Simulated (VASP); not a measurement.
Set up this calculation in VASP 6.6.1, as the native input.

* Task: single point
* Functional: PBE
* Potentials or basis: VASP PAW PBE potentials, release 64 (Ga_d)
* Cutoff: 520 eV
* k mesh: 17 × 17 × 17
* Occupations: fermi-dirac, width 0.08 eV
* Spin: no spin polarisation
* Dipole correction: no
* Further INCAR settings: ALGO = Normal; EDIFF = 1e-07; NBANDS = 20

The structure of Ga lies in POSCAR:

```
Ga
1.0
   -2.6537042171      2.6537042171      1.3948755117
    2.6537042171     -2.6537042171      1.3948755117
    2.6537042171      2.6537042171     -1.3948755117
Ga
2
Direct
   -0.3750000000     -0.1250000000     -0.2500000000
    0.3750000000      0.1250000000      0.2500000000
```

These files were run (other wordings do the same):

INCAR

```
ALGO = Normal ; EDIFF = 1E-7
ENCUT = 520 ; GGA = PE
ISIF = 2 ; ISMEAR = -1
LASPH = T ; LCHARG = F
LREAL = F ; LWAVE = F
NBANDS = 20 ; NELM = 100
PREC = Accurate ; SIGMA = 0.08
```

KPOINTS

```
k-points
0
Gamma
  17 17 17
```

Potentials or basis: VASP PAW PBE potentials, release 64 (Ga_d).

The run is started by

```bash
$ cat potpaw_PBE.64/Ga_d/POTCAR > POTCAR
$ mpirun -np 1 vasp_std > vasp.out
```

Results of the run:

```yaml
Pressure: 0.1 GPa
Band_gap_on_the_k_mesh: zero (bands 13 and 14 overlap by 6.75 eV)
```

Wall time 6.1 min on 1 thread of Intel(R) Xeon(R) Platinum 8259CL CPU @ 2.50GHz (Skylake/Cascade Lake), with other jobs on the host, peak memory 0.36 GiB.
